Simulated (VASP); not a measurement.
# H (Pm-3m) in VASP: single point with LDA

Aim: the single point of H with LDA.

All numbers are computed with VASP 6.6.1; they aren't measurements. Logs are shortened: lines on timing, memory, paths and dates and some standing lists are left out, and cuts for length are marked.

## Step 1: The cell of the first run

The structure is cubic, space group Pm-3m (No. 221). The conventional cell has a = 3.343 Å, b = 3.343 Å, c = 3.343 Å, α = 90.00°, β = 90.00°, γ = 90.00°. Within 3.1 Å of H (site symmetry 4/mmm) lie 8 H at 2.36 Å.

## Step 2: Single point, LDA

File INCAR:

```
PREC = Accurate
ENCUT = 520
EDIFF = 1E-6
ISMEAR = -1
SIGMA = 0.05
LREAL = F
LASPH = T
NELM = 60
ALGO = Normal
ISIF = 2
LWAVE = F
LCHARG = F
NBANDS = 8
```

File KPOINTS:

```
Automatic mesh
0
Gamma
  6 6 6
```

File POSCAR:

```
H
1.0
    3.3428920000      0.0000000000      0.0000000000
    0.0000000000      3.3428920000      0.0000000000
    0.0000000000      0.0000000000      3.3428920000
H
3
Direct
    0.5000000000      0.0000000000      0.0000000000
    0.0000000000      0.5000000000      0.0000000000
    0.0000000000      0.0000000000      0.5000000000
```

Potentials or basis: VASP PAW LDA potentials, release 64 (H).

Run with:

```sh
> cat potpaw_LDA.64/H/POTCAR > POTCAR
> mpirun -np 1 vasp_std > vasp.out
```

OUTCAR:

```text
PREC = Accurate
   ENCUT = 520
   EDIFF = 1E-6
   ISMEAR = -1
   LREAL = F
   LASPH = T
   NELM = 60
   ISIF = 2

 ion  position               nearest neighbor table
   1  0.500  0.000  0.000-
   2  0.000  0.500  0.000-
   3  0.000  0.000  0.500-

  LATTYP: Found a simple cubic cell.
 ALAT       =     3.3428920000

  Lattice vectors:

 A1 = (   3.3428920000,   0.0000000000,   0.0000000000)
 A2 = (   0.0000000000,   3.3428920000,   0.0000000000)
 A3 = (   0.0000000000,   0.0000000000,   3.3428920000)

Analysis of symmetry for initial positions (statically):
=====================================================================
 Subroutine PRICEL returns:
 Original cell was already a primitive cell.

 Routine SETGRP: Setting up the symmetry group for a
 simple cubic supercell.

 Subroutine GETGRP returns: Found 48 space group operations
 (whereof 48 operations were pure point group operations)
 out of a pool of 48 trial point group operations.

The static configuration has the point symmetry O_h .

Analysis of symmetry for dynamics (positions and initial velocities):
=====================================================================
 Subroutine PRICEL returns:
 Original cell was already a primitive cell.

 Routine SETGRP: Setting up the symmetry group for a
 simple cubic supercell.

 Subroutine GETGRP returns: Found 48 space group operations
 (whereof 48 operations were pure point group operations)
 out of a pool of 48 trial point group operations.

The dynamic configuration has the point symmetry O_h .

 Subroutine INISYM returns: Found 48 space group operations
 (whereof 48 operations are pure point group operations),
 and found     1 'primitive' translations

----------------------------------------------------------------------------------------

                                     Primitive cell

  volume of cell :      37.3566

  direct lattice vectors                    reciprocal lattice vectors
     3.342892000  0.000000000  0.000000000     0.299142180  0.000000000  0.000000000
     0.000000000  3.342892000  0.000000000     0.000000000  0.299142180  0.000000000
     0.000000000  0.000000000  3.342892000     0.000000000  0.000000000  0.299142180

  length of vectors
     3.342892000  3.342892000  3.342892000     0.299142180  0.299142180  0.299142180

  position of ions in fractional coordinates (direct lattice)
     0.500000000  0.000000000  0.000000000
     0.000000000  0.500000000  0.000000000
     0.000000000  0.000000000  0.500000000

  ion indices of the primitive-cell ions
   primitive index   ion index
                 1           1
                 2           2
                 3           3

----------------------------------------------------------------------------------------

 KPOINTS: Automatic mesh

Automatic generation of k-mesh.
 Grid dimensions read from file:
 generate k-points for:    6    6    6

 Generating k-lattice:

  Cartesian coordinates                     Fractional coordinates (reciprocal lattice)
     0.049857030  0.000000000  0.000000000     0.166666667  0.000000000  0.000000000
     0.000000000  0.049857030  0.000000000     0.000000000  0.166666667  0.000000000
     0.000000000  0.000000000  0.049857030     0.000000000  0.000000000  0.166666667

  Length of vectors
     0.049857030  0.049857030  0.049857030

  Shift w.r.t. Gamma in fractional coordinates (k-lattice)
     0.000000000  0.000000000  0.000000000

 Subroutine IBZKPT returns following result:
 ===========================================

 Found     20 irreducible k-points:

 Following reciprocal coordinates:
            Coordinates               Weight
  0.000000  0.000000  0.000000      1.000000
  0.166667  0.000000  0.000000      6.000000
  0.333333  0.000000  0.000000      6.000000
  0.500000  0.000000  0.000000      3.000000
  0.166667  0.166667  0.000000     12.000000
  0.333333  0.166667  0.000000     24.000000
[... 12 lines left out ...]
  0.500000  0.500000  0.333333      6.000000
  0.500000  0.500000  0.500000      1.000000
   k-points           NKPTS =     20   k-points in BZ     NKDIM =     20   number of bands    NBANDS=      8
   number of dos      NEDOS =    301   number of ions     NIONS =      3
   total plane-waves  NPLWV =  21952
   dimension x,y,z NGX =    28 NGY =   28 NGZ =   28
   dimension x,y,z NGXF=    56 NGYF=   56 NGZF=   56
   ions per type =               3
   NGX,Y,Z   is equivalent  to a cutoff of  13.92, 13.92, 13.92 a.u.
   NGXF,Y,Z  is equivalent  to a cutoff of  27.85, 27.85, 27.85 a.u.
 SYSTEM =  unknown system
   PREC   = accura    normal or accurate (medium, high low for compatibility)
   ISTART =      0    job   : 0-new  1-cont  2-samecut
   ICHARG =      2    charge: 1-file 2-atom 10-const
   ISPIN  =      1    spin polarized calculation?
   LNONCOLLINEAR =      F non collinear calculations
   LSORBIT =      F    spin-orbit coupling
   LASPH  =      T    aspherical Exc in radial PAW
   ENCUT  =  520.0 eV  38.22 Ry    6.18 a.u.   6.22  6.22  6.22*2*pi/ulx,y,z
   NELM   =     60;   NELMIN=  2; NELMDL= -5     # of ELM steps
   EDIFF  = 0.1E-05   stopping-criterion for ELM
   LREAL  =      F    real-space projection
[... 7 lines left out ...]
   TEBEG  =    0.0;   TEEND  =   0.0 temperature during run
   PSTRESS=    0.0 pullay stress
   NELECT =       3.0000    total number of electrons
   NUPDOWN=      -1.0000    fix difference up-down
   EMIN   =  10.00;   EMAX   =-10.00  energy-range for DOS
   EFERMI =   0.00;   METHOD = LEGACY
   ISMEAR =    -1;   SIGMA  =   0.05  broadening in eV -4-tet -1-fermi 0-gaus
   EFERMI_NEDOS =   21; number of points for ismear=-14 and -15
   IALGO  =     38    algorithm
   IMIX   =      4    mixing-type and parameters
     AMIX     =   0.40;   BMIX     =  1.00
     AMIX_MAG =   1.60;   BMIX_MAG =  1.00
  volume/ion in A,a.u.               =      12.45        84.03
  Fermi-wavevector in a.u.,A,eV,Ry     =   0.706306  1.334725  6.787514  0.498868
  Thomas-Fermi vector in A             =   1.792051
   LORBIT       =      0    0 simple, 1 ext, 2 COOP (PROOUT), +10 PAW based schemes
   GGA     = CA    functional components
   LHFCALC =     F    Hartree Fock is set to
   AEXX    =    0.0000 exact exchange contribution
   IVDW    =     0    specifies the selected vdW correction
   LEPSILON=     F    determine dielectric tensor
   LRPA    =     F    only Hartree local field effects (RPA)
 non-spin polarized calculation
  energy-cutoff  :      520.00
  volume of cell :       37.36
 maximum number of plane-waves:      1024
 NGX is ok and might be reduce to    28
   NGX = 13   NGY = 13   NGZ = 13

 number of electron       2.9999999 magnetization

 Free energy of the ion-electron system (eV)
  ---------------------------------------------------
  ext. energy  EPLUGINS =         0.00000000
  ---------------------------------------------------
  free energy    TOTEN  =        -4.27189846 eV

  energy without entropy =       -4.25518501  energy(sigma->0) =       -4.26354174

 E-fermi :  -3.9642     XC(G=0):  -6.7898

 val. band max:       -4.1153263427   @ k =   0.5000   0.3333   0.3333
 cond. band min:      -3.9608946727   @ k =   0.3333   0.1667   0.0000
 fundamental gap:      0.1544316700
 Fermi energy:        -3.9641672950

 k-point     1 :       0.0000    0.0000    0.0000
  band No.  band energies     occupation
      1      -9.3160      2.00000
      2      -1.3042      0.00000
      3      -1.3042      0.00000
      4       7.1413      0.00000
      5       7.1413      0.00000
      6       7.1413      0.00000
      7       7.6507      0.00000
      8      16.5533      0.00000

 k-point     2 :       0.1667    0.0000    0.0000
  band No.  band energies     occupation
      1      -8.9993      2.00000
      2      -2.2107      0.00000
      3      -1.1956      0.00000
      4       5.9313      0.00000
      5       7.5040      0.00000
      6       7.5040      0.00000
      7      10.3936      0.00000
      8      14.1948      0.00000

 k-point     3 :       0.3333    0.0000    0.0000
  band No.  band energies     occupation
      1      -8.0955      2.00000
      2      -4.1272      1.92611
      3      -0.9642      0.00000
      4       5.9315      0.00000
      5       8.5711      0.00000
      6       8.5711      0.00000
      7      12.0230      0.00000
      8      12.2118      0.00000

 k-point     4 :       0.5000    0.0000    0.0000
  band No.  band energies     occupation
      1      -7.1696      2.00000
      2      -5.4913      2.00000
      3      -0.8397      0.00000
      4       6.2183      0.00000
      5       9.8357      0.00000
      6       9.8357      0.00000
      7      11.1191      0.00000
      8      11.2338      0.00000

 k-point     5 :       0.1667    0.1667    0.0000
  band No.  band energies     occupation
      1      -8.6847      2.00000
      2      -2.3897      0.00000
      3      -1.6570      0.00000
      4       5.0021      0.00000
      5       7.8669      0.00000
      6       8.9122      0.00000
      7      11.1651      0.00000
      8      11.7935      0.00000
[... 133 lines left out ...]
 k-point    18 :       0.5000    0.3333    0.3333
  band No.  band energies     occupation
      1      -4.9147      2.00000
      2      -4.1153      1.90722
      3      -3.0774      0.00000
      4       3.8995      0.00000
      5       4.4312      0.00000
      6       5.3131      0.00000
      7       6.6872      0.00000
      8      10.0633      0.00000

 k-point    19 :       0.5000    0.5000    0.3333
  band No.  band energies     occupation
      1      -3.9170      0.56034
      2      -3.8465      0.17370
      3      -3.8465      0.17370
      4       3.5610      0.00000
      5       4.1569      0.00000
      6       5.4616      0.00000
      7       5.4616      0.00000
      8       8.6049      0.00000

 k-point    20 :       0.5000    0.5000    0.5000
  band No.  band energies     occupation
      1      -3.6049      0.00151
      2      -3.6049      0.00151
      3      -3.6049      0.00151
      4       3.2063      0.00000
      5       4.5709      0.00000
      6       4.5709      0.00000
      7       4.5709      0.00000
      8       6.8510      0.00000

------------------------ aborting loop because EDIFF is reached ----------------------------------------

  FORCE on cell =-STRESS in cart. coord.  units (eV):
  Direction    XX          YY          ZZ          XY          YZ          ZX
  --------------------------------------------------------------------------------------
  -------------------------------------------------------------------------------------
  Total       -3.2132497     -3.2132497     -3.2132497     -0.0000000     -0.0000000     -0.0000000
  in kB     -137.8123107   -137.8123107   -137.8123107     -0.0000000     -0.0000000     -0.0000000
  external PRESSURE =    -137.8123107 kB  Pullay stress =       0.0000000 kB

 VOLUME and BASIS-vectors are now :
 -----------------------------------------------------------------------------
  energy-cutoff  :      520.00
  volume of cell :       37.36
      direct lattice vectors                 reciprocal lattice vectors
     3.342892000  0.000000000  0.000000000     0.299142180  0.000000000  0.000000000
     0.000000000  3.342892000  0.000000000     0.000000000  0.299142180  0.000000000
     0.000000000  0.000000000  3.342892000     0.000000000  0.000000000  0.299142180

 POSITION                                       TOTAL-FORCE (eV/Angst)
 -----------------------------------------------------------------------------------
      1.67145      0.00000      0.00000         0.000000      0.000000      0.000000
      0.00000      1.67145      0.00000         0.000000      0.000000      0.000000
      0.00000      0.00000      1.67145         0.000000      0.000000      0.000000
 -----------------------------------------------------------------------------------
    total drift:                                0.000000      0.000000     -0.000000

  FREE ENERGIE OF THE ION-ELECTRON SYSTEM (eV)
  ---------------------------------------------------
  free  energy   TOTEN  =        -4.2718984603 eV

  energy  without entropy=       -4.2551850131  energy(sigma->0) =       -4.26354174
```

It took 3.1 s on 1 thread of Intel Xeon Platinum 8488C (Sapphire Rapids), shared host; peak memory 0.12 GiB.

What came out:

```yaml
Free_energy: -4.2719 eV
Pressure: -13.8 GPa
```
